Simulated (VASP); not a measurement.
# CaO in VASP: a series of runs

CaO is run at these levels: PBE, r2SCAN; tasks: single point.

Everything below comes from runs of VASP 6.6.1. Logs are shortened: lines on timing, memory, paths and dates and some standing lists are left out, and cuts for length are marked.

## Step 1: The cell of the first run

The structure is tetragonal, space group I4/mmm (No. 139). The conventional cell has a = 3.498 Å, b = 3.498 Å, c = 4.795 Å, α = 90.00°, β = 90.00°, γ = 90.00°. Within 3.2 Å of Ca (site symmetry 4/mmm) lie 6 O at 2.40 to 2.47 Å. Within 3.2 Å of O (site symmetry 4/mmm) lie 6 Ca at 2.40 to 2.47 Å.

## Step 2: Single point, PBE (biaxial xy strain +3.2%)

INCAR reads:

```
ALGO = Normal
EDIFF = 1E-7
ENCUT = 520
GGA = PE
ISIF = 2
ISMEAR = -1
LASPH = T
LCHARG = F
LREAL = F
LWAVE = F
NBANDS = 15
NELM = 60
PREC = Accurate
SIGMA = 0.02
```

KPOINTS reads:

```
k-points
0
Gamma
  10 10 10
```

POSCAR reads:

```
CaO
1.0
    0.0000000000      2.4735525653      2.3975502232
    2.4735525653      0.0000000000      2.3975502232
    2.4735525653      2.4735525653      0.0000000000
Ca O
1 1
Direct
    0.0000000000      0.0000000000      0.0000000000
    0.5000000000      0.5000000000      0.5000000000
```

Potentials or basis: VASP PAW PBE potentials, release 64 (Ca_sv, O).

Run with:

```
> cat potpaw_PBE.64/Ca_sv/POTCAR potpaw_PBE.64/O/POTCAR > POTCAR
> mpirun -np 1 vasp_std > vasp.out
```

OUTCAR:

```text
EDIFF = 1E-7
   ENCUT = 520
   GGA = PE
   ISIF = 2
   ISMEAR = -1
   LASPH = T
   LREAL = F
   NELM = 60
   PREC = Accurate

 ion  position               nearest neighbor table
   1  0.000  0.000  0.000-   2 2.40   2 2.40   2 2.47   2 2.47   2 2.47   2 2.47
   2  0.500  0.500  0.500-   1 2.40   1 2.40   1 2.47   1 2.47   1 2.47   1 2.47

  LATTYP: Found a body centered tetragonal cell.
 ALAT       =     3.4981315851
 C/A-ratio  =     1.3707604559

  Lattice vectors:

 A1 = (   0.0000000000,  -2.4735525653,  -2.3975502232)
 A2 = (   0.0000000000,   2.4735525653,  -2.3975502232)
 A3 = (   2.4735525653,   0.0000000000,   2.3975502232)

Analysis of symmetry for initial positions (statically):
=====================================================================
 Subroutine PRICEL returns:
 Original cell was already a primitive cell.

 Routine SETGRP: Setting up the symmetry group for a
 body centered tetragonal supercell.

 Subroutine GETGRP returns: Found 16 space group operations
 (whereof 16 operations were pure point group operations)
 out of a pool of 16 trial point group operations.

The static configuration has the point symmetry D_4h.

Analysis of symmetry for dynamics (positions and initial velocities):
=====================================================================
 Subroutine PRICEL returns:
 Original cell was already a primitive cell.

 Routine SETGRP: Setting up the symmetry group for a
 body centered tetragonal supercell.

 Subroutine GETGRP returns: Found 16 space group operations
 (whereof 16 operations were pure point group operations)
 out of a pool of 16 trial point group operations.

The dynamic configuration has the point symmetry D_4h.

 Subroutine INISYM returns: Found 16 space group operations
 (whereof 16 operations are pure point group operations),
 and found     1 'primitive' translations

----------------------------------------------------------------------------------------

                                     Primitive cell

  volume of cell :      29.3386

  direct lattice vectors                    reciprocal lattice vectors
     0.000000000  2.473552565  2.397550223    -0.202138417  0.202138417  0.208546205
     2.473552565  0.000000000  2.397550223     0.202138417 -0.202138417  0.208546205
     2.473552565  2.473552565  0.000000000     0.202138417  0.202138417 -0.208546205

  length of vectors
     3.444809046  3.444809046  3.498131585     0.353852227  0.353852227  0.353852227

  position of ions in fractional coordinates (direct lattice)
     0.000000000  0.000000000  0.000000000
     0.500000000  0.500000000  0.500000000

  ion indices of the primitive-cell ions
   primitive index   ion index
                 1           1
                 2           2

----------------------------------------------------------------------------------------

 KPOINTS: k-points

Automatic generation of k-mesh.
 Grid dimensions read from file:
 generate k-points for:   10   10   10

 Generating k-lattice:

  Cartesian coordinates                     Fractional coordinates (reciprocal lattice)
    -0.020213842  0.020213842  0.020854620     0.100000000 -0.000000000  0.000000000
     0.020213842 -0.020213842  0.020854620    -0.000000000  0.100000000  0.000000000
     0.020213842  0.020213842 -0.020854620     0.000000000  0.000000000  0.100000000

  Length of vectors
     0.035385223  0.035385223  0.035385223

  Shift w.r.t. Gamma in fractional coordinates (k-lattice)
     0.000000000  0.000000000  0.000000000

 Subroutine IBZKPT returns following result:
 ===========================================

 Found    102 irreducible k-points:

 Following reciprocal coordinates:
            Coordinates               Weight
  0.000000  0.000000  0.000000      1.000000
  0.100000 -0.000000  0.000000      8.000000
  0.200000 -0.000000  0.000000      8.000000
  0.300000 -0.000000  0.000000      8.000000
  0.400000  0.000000  0.000000      8.000000
  0.500000 -0.000000  0.000000      4.000000
[... 16 lines left out ...]
  0.300000  0.300000  0.000000      2.000000
  0.400000  0.300000  0.000000      8.000000
 [... further k-points ...]
   k-points           NKPTS =    102   k-points in BZ     NKDIM =    102   number of bands    NBANDS=     15
   number of dos      NEDOS =    301   number of ions     NIONS =      2
   total plane-waves  NPLWV =  21952
   dimension x,y,z NGX =    28 NGY =   28 NGZ =   28
   dimension x,y,z NGXF=    56 NGYF=   56 NGZF=   56
   ions per type =               1   1
   NGX,Y,Z   is equivalent  to a cutoff of  13.51, 13.51, 13.31 a.u.
   NGXF,Y,Z  is equivalent  to a cutoff of  27.03, 27.03, 26.61 a.u.
 SYSTEM =  unknown system
   PREC   = accura    normal or accurate (medium, high low for compatibility)
   ISTART =      0    job   : 0-new  1-cont  2-samecut
   ICHARG =      2    charge: 1-file 2-atom 10-const
   ISPIN  =      1    spin polarized calculation?
   LNONCOLLINEAR =      F non collinear calculations
   LSORBIT =      F    spin-orbit coupling
   LASPH  =      T    aspherical Exc in radial PAW
   ENCUT  =  520.0 eV  38.22 Ry    6.18 a.u.   6.41  6.41  6.50*2*pi/ulx,y,z
   NELM   =     60;   NELMIN=  2; NELMDL= -5     # of ELM steps
   EDIFF  = 0.1E-06   stopping-criterion for ELM
   LREAL  =      F    real-space projection
   EDIFFG = 0.1E-05   stopping-criterion for IOM
   NSW    =      0    number of steps for IOM
   IBRION =     -1    ionic relax: 0-MD 1-quasi-New 2-CG
   NFREE  =      0    steps in history (QN), initial steepest desc. (CG)
   ISIF   =      2    stress and relaxation
   ISYM   =      2    0-nonsym 1-usesym 2-fastsym
   POTIM  = 0.5000    time-step for ionic-motion
   TEBEG  =    0.0;   TEEND  =   0.0 temperature during run
   PSTRESS=    0.0 pullay stress
   NELECT =      16.0000    total number of electrons
   NUPDOWN=      -1.0000    fix difference up-down
   EMIN   =  10.00;   EMAX   =-10.00  energy-range for DOS
   EFERMI =   0.00;   METHOD = LEGACY
   ISMEAR =    -1;   SIGMA  =   0.02  broadening in eV -4-tet -1-fermi 0-gaus
   EFERMI_NEDOS =   21; number of points for ismear=-14 and -15
   IALGO  =     38    algorithm
   IMIX   =      4    mixing-type and parameters
     AMIX     =   0.40;   BMIX     =  1.00
     AMIX_MAG =   1.60;   BMIX_MAG =  1.00
  volume/ion in A,a.u.               =      14.67        98.99
  Fermi-wavevector in a.u.,A,eV,Ry     =   1.337524  2.527553 24.340410  1.788970
  Thomas-Fermi vector in A             =   2.466066
   LORBIT       =      0    0 simple, 1 ext, 2 COOP (PROOUT), +10 PAW based schemes
   GGA     = PE    functional components
   LHFCALC =     F    Hartree Fock is set to
   AEXX    =    0.0000 exact exchange contribution
   IVDW    =     0    specifies the selected vdW correction
   LEPSILON=     F    determine dielectric tensor
   LRPA    =     F    only Hartree local field effects (RPA)
 non-spin polarized calculation
  energy-cutoff  :      520.00
  volume of cell :       29.34
 maximum number of plane-waves:       813
 NGX is ok and might be reduce to    28
   NGX = 13   NGY = 13   NGZ = 13

 number of electron      16.0000005 magnetization

 Free energy of the ion-electron system (eV)
  ---------------------------------------------------
  ext. energy  EPLUGINS =         0.00000000
  ---------------------------------------------------
  free energy    TOTEN  =       -12.78837576 eV

  energy without entropy =      -12.78837576  energy(sigma->0) =      -12.78837576

 E-fermi :   2.4830     XC(G=0): -10.2073

 val. band max:        2.0873924481   @ k =   0.0000   0.0000   0.0000
 cond. band min:       5.6266556737   @ k =   0.5000   0.5000   0.0000
 fundamental gap:      3.5392632255
 Fermi energy:         2.4829793269

 k-point     1 :       0.0000    0.0000    0.0000
  band No.  band energies     occupation
      1     -35.8178      2.00000
      2     -16.6266      2.00000
      3     -16.6266      2.00000
      4     -16.6015      2.00000
      5     -13.3840      2.00000
      6       2.0242      2.00000
      7       2.0242      2.00000
      8       2.0874      2.00000
      9       6.2972      0.00000
     10       8.0722      0.00000
     11       8.0722      0.00000
     12       8.2652      0.00000
     13       9.4075      0.00000
     14       9.7115      0.00000
     15      16.7786      0.00000

 k-point     2 :       0.1000   -0.0000    0.0000
  band No.  band energies     occupation
      1     -35.8102      2.00000
      2     -16.7246      2.00000
      3     -16.6324      2.00000
      4     -16.6132      2.00000
      5     -13.2689      2.00000
      6       1.6919      2.00000
      7       1.9003      2.00000
      8       1.9401      2.00000
      9       6.7465      0.00000
     10       8.0820      0.00000
     11       8.2390      0.00000
     12       8.3732      0.00000
     13       9.6216      0.00000
     14       9.9372      0.00000
     15      17.1337      0.00000

 k-point     3 :       0.2000   -0.0000    0.0000
  band No.  band energies     occupation
      1     -35.7902      2.00000
      2     -16.9747      2.00000
      3     -16.6476      2.00000
      4     -16.6227      2.00000
      5     -12.9948      2.00000
      6       0.9562      2.00000
      7       1.6017      2.00000
      8       1.6265      2.00000
      9       7.7467      0.00000
     10       8.1320      0.00000
     11       8.6983      0.00000
     12       8.7755      0.00000
     13      10.1799      0.00000
     14      10.5215      0.00000
     15      17.5782      0.00000

 k-point     4 :       0.3000   -0.0000    0.0000
  band No.  band energies     occupation
      1     -35.7654      2.00000
      2     -17.2454      2.00000
      3     -16.6662      2.00000
      4     -16.6333      2.00000
      5     -12.6934      2.00000
      6       0.2266      2.00000
      7       1.2730      2.00000
      8       1.2829      2.00000
      9       8.2767      0.00000
     10       8.9406      0.00000
     11       9.3242      0.00000
     12       9.3529      0.00000
     13      10.8979      0.00000
     14      11.2556      0.00000
     15      16.9451      0.00000
[... 307 lines left out ...]
 k-point    22 :      -0.2000    0.2000    0.0000
  band No.  band energies     occupation
      1     -35.7580      2.00000
      2     -17.1597      2.00000
      3     -16.7517      2.00000
      4     -16.6603      2.00000
      5     -12.7724      2.00000
      6       0.2688      2.00000
      7       1.1637      2.00000
      8       1.5294      2.00000
      9       8.0168      0.00000
     10       8.9299      0.00000
     11       9.1069      0.00000
     12       9.9388      0.00000
     13      11.1326      0.00000
     14      11.3305      0.00000
     15      17.6121      0.00000

 k-point    23 :       0.3000    0.3000    0.0000
  band No.  band energies     occupation
      1     -35.7448      2.00000
      2     -17.1019      2.00000
      3     -16.7618      2.00000
      4     -16.7618      2.00000
      5     -12.8757      2.00000
      6       0.3694      2.00000
      7       1.6469      2.00000
      8       1.6469      2.00000
      9       6.3407      0.00000
     10       8.5664      0.00000
     11      10.1645      0.00000
     12      10.3643      0.00000
     13      10.3643      0.00000
     14      12.3404      0.00000
     15      18.7498      0.00000

 k-point    24 :       0.4000    0.3000    0.0000
  band No.  band energies     occupation
      1     -35.7288      2.00000
      2     -17.1502      2.00000
      3     -16.7948      2.00000
      4     -16.7837      2.00000
      5     -12.8954      2.00000
      6       0.4405      2.00000
      7       1.4602      2.00000
      8       1.5506      2.00000
      9       6.2755      0.00000
     10       9.1838      0.00000
     11      10.4683      0.00000
     12      10.6369      0.00000
     13      10.7537      0.00000
     14      12.6326      0.00000
     15      17.0826      0.00000

 [... further k-points ...]
[... 5 lines left out ...]
  --------------------------------------------------------------------------------------
  -------------------------------------------------------------------------------------
  Total       -0.8271397     -0.8271397     -0.1090297      0.0000000      0.0000000     -0.0000000
  in kB      -45.1699324    -45.1699324     -5.9540908      0.0000000      0.0000000     -0.0000000
  external PRESSURE =     -32.0979852 kB  Pullay stress =       0.0000000 kB

 VOLUME and BASIS-vectors are now :
 -----------------------------------------------------------------------------
  energy-cutoff  :      520.00
  volume of cell :       29.34
      direct lattice vectors                 reciprocal lattice vectors
     0.000000000  2.473552565  2.397550223    -0.202138417  0.202138417  0.208546205
     2.473552565  0.000000000  2.397550223     0.202138417 -0.202138417  0.208546205
     2.473552565  2.473552565  0.000000000     0.202138417  0.202138417 -0.208546205

 POSITION                                       TOTAL-FORCE (eV/Angst)
 -----------------------------------------------------------------------------------
      0.00000      0.00000      0.00000         0.000000     -0.000000      0.000000
      2.47355      2.47355      2.39755        -0.000000      0.000000      0.000000
 -----------------------------------------------------------------------------------
    total drift:                                0.000000      0.000000      0.000000

  FREE ENERGIE OF THE ION-ELECTRON SYSTEM (eV)
  ---------------------------------------------------
  free  energy   TOTEN  =       -12.7883757600 eV

  energy  without entropy=      -12.7883757600  energy(sigma->0) =      -12.78837576
```

Wall time 27 s (1 thread of Intel Xeon Platinum 8488C (Sapphire Rapids), shared host); peak memory 0.19 GiB.

What came out:

```yaml
Free_energy: -12.7884 eV
Pressure: -3.2 GPa
Band_gap_on_the_k_mesh: 3.54 eV (least direct gap 4.01 eV)
```

Levels at points of the mesh, in eV from the valence-band top:
```
           k point  band 4  band 5  band 6  band 7  band 8  band 9  band 10  band 11  band 12  band 13
(0.00, 0.00, 0.00)  -18.69  -15.47   -0.06   -0.06    0.00    4.21     5.98     5.98     6.18     7.32
(0.50, 0.00, 0.00)  -18.73  -14.48   -2.55   -1.15   -1.14    6.75     8.01     8.03     8.04     9.78
(0.50, 0.50, 0.00)  -18.92  -15.23   -1.25   -0.48   -0.48    3.54     7.64     8.54     9.13     9.13
(0.50, 0.00, 0.50)  -18.88  -15.24   -1.41   -0.42   -0.37    3.64     7.57     8.57     9.01     9.21
```

Caveat: the cell differs from its parent crystal (biaxial xy strain +3.2%); the cell stands under tension. A k mesh can miss the band edges.

(Continued in part 2 of 2.)
